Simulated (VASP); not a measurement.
A run of VASP 6.6.1 is set up as follows.

POSCAR

```
B
1.0
    1.8839499198      0.0000000000      0.0000000000
    0.0000000000      1.8839499198      0.0000000000
    0.0000000000      0.0000000000      1.8839499198
B
1
Direct
    0.0000000000      0.0000000000      0.0000000000
```

The input INCAR.step1:

```
SYSTEM = B
PREC = Accurate
ENCUT = 520
EDIFF = 1E-5
ISMEAR = -1
SIGMA = 0.1
LREAL = .False.
LASPH = .True.
NELM = 80
ALGO = Normal
ISIF = 2
LWAVE = .True.
LCHARG = .False.
GGA = PE
NBANDS = 8
```

The input INCAR.step2:

```
SYSTEM = B
PREC = Accurate
ENCUT = 520
EDIFF = 1E-7
ISMEAR = -1
SIGMA = 0.1
LREAL = .False.
LASPH = .True.
NELM = 80
ALGO = Normal
ISIF = 2
LWAVE = .False.
LCHARG = .False.
GGA = PE
LHFCALC = .True.
HFSCREEN = 0.2079
PRECFOCK = Normal
ISTART = 1
NBANDS = 8
```

The input KPOINTS:

```
Automatic mesh
0
Gamma
  8 8 8
  0 0 0
```

Potentials or basis: VASP PAW PBE potentials, release 64 (B).

Run with:

```bash
$ cat potpaw_PBE.64/B/POTCAR > POTCAR
$ cp INCAR.step1 INCAR
$ mpirun -np 1 vasp_std > vasp.out
$ cp INCAR.step2 INCAR
$ mpirun -np 1 vasp_std > vasp.out
```

What does it give for the pressure?

-0.4 GPa.

Caveat: the k points lie up to 0.42 Å⁻¹ apart; the PAW data sets were made with another functional, which shifts forces and pressure a little.
